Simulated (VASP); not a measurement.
A run of VASP 6.6.1 is set up as follows.

Contents of INCAR:

```
PREC     = Accurate       # precision mode
ENCUT    = 520            # plane-wave cutoff, eV
EDIFF    = 1E-6           # SCF threshold, eV
ISMEAR   = 0              # smearing method
SIGMA    = 0.1            # smearing width, eV
LREAL    = False          # projectors in reciprocal space
LASPH    = True           # aspherical terms in the spheres
NELM     = 100            # most SCF steps
ALGO     = Normal         # electronic algorithm
ISIF     = 2              # what is computed and relaxed
LWAVE    = False          # write WAVECAR
LCHARG   = False          # write CHGCAR
GGA      = PE             # functional
NBANDS   = 41             # bands
```

Contents of KPOINTS:

```
regular mesh
0
Gamma
  6 6 6
```

File POSCAR:

```
Ga2B3As5
1.0
   -1.8134200106      1.8134200106     13.2581856372
    1.8134200106     -1.8134200106     13.2581856372
    1.8134200106      1.8134200106    -13.2581856372
Ga B As
2 3 5
Direct
    0.8969081650      0.8969081650      0.0000000000
    0.1030918350      0.1030918350      0.0000000000
    0.5000000000      0.5000000000      0.0000000000
    0.7060472564      0.7060472564      0.0000000000
    0.2939527436      0.2939527436      0.0000000000
    0.5435841413      0.0435841413      0.5000000000
    0.1625908152      0.6625908152      0.5000000000
    0.7500000000      0.2500000000      0.5000000000
    0.3374091848      0.8374091848      0.5000000000
    0.9564158587      0.4564158587      0.5000000000
```

Potentials or basis: VASP PAW PBE potentials, release 64 (Ga_d, B, As).

The run is started by

```bash
$ cat potpaw_PBE.64/Ga_d/POTCAR potpaw_PBE.64/B/POTCAR potpaw_PBE.64/As/POTCAR > POTCAR
$ mpirun -np 1 vasp_std > vasp.out
```

Problem. What does it give for the largest force?

Solution. 0.020 eV/Å.

Problem. Predict the band gap on the k mesh.

Solution. 0.41 eV.

Forces in eV/Å, atoms in the order of the input:
```
Ga   0.000  0.000 -0.003
Ga   0.000  0.000  0.003
B    0.000  0.000  0.000
B    0.000  0.000 -0.006
B    0.000  0.000  0.006
As   0.000  0.000  0.020
As   0.000  0.000 -0.008
As   0.000  0.000  0.000
As   0.000  0.000  0.008
As   0.000  0.000 -0.020
```

Caveat: semilocal functionals underestimate gaps, and a narrow one can read as zero. A k mesh can miss the band edges.
